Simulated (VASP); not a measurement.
Input of a VASP 6.6.1 run:

POSCAR

```
NaCl
1.0
    0.0000000000      2.9450200000      2.6052100000
    2.9450200000      0.0000000000      2.6052100000
    2.9450200000      2.9450200000      0.0000000000
Na Cl
1 1
Direct
    0.0000000000      0.0000000000      0.0000000000
    0.5000000000      0.5000000000      0.5000000000
```

INCAR.step1

```
PREC = Accurate
ENCUT = 520
ISMEAR = 0
SIGMA = 0.05
LREAL = False
LASPH = True
NELM = 80
NBANDS = 14
GGA = PE
ALGO = Normal
EDIFF = 1E-4
LWAVE = True
LCHARG = False
```

File INCAR.step2:

```
PREC = Accurate
ENCUT = 520
EDIFF = 1E-6
ISMEAR = 0
SIGMA = 0.05
LREAL = False
LASPH = True
NELM = 80
ALGO = Normal
ISIF = 2
LWAVE = False
LCHARG = True
METAGGA = R2SCAN
LMIXTAU = True
LELF = True
LVHAR = True
NBANDS = 14
ISTART = 1
```

File KPOINTS:

```
regular mesh
0
Gamma
  8 8 8
```

Potentials or basis: VASP PAW PBE potentials, release 64 (Na_pv, Cl).

The run is started by

```console
$ cat potpaw_PBE.64/Na_pv/POTCAR potpaw_PBE.64/Cl/POTCAR > POTCAR
$ cp INCAR.step1 INCAR
$ mpirun -np 1 vasp_std > vasp.out
$ cp INCAR.step2 INCAR
$ mpirun -np 1 vasp_std > vasp.out
```

What does it give for the band gap on the k mesh?

5.84 eV, direct.

Estimate the pressure.

0.3 GPa.

Stress tensor (GPa, compression positive):
```
-1.98  0.00  0.00
 0.00 -1.98  0.00
 0.00  0.00  4.78
```

Caveat: the cell differs from its parent crystal (strain +0.040 along x and y, -0.080 along z); the PAW data sets were made with another functional, which shifts forces and pressure a little. A k mesh can miss the band edges.
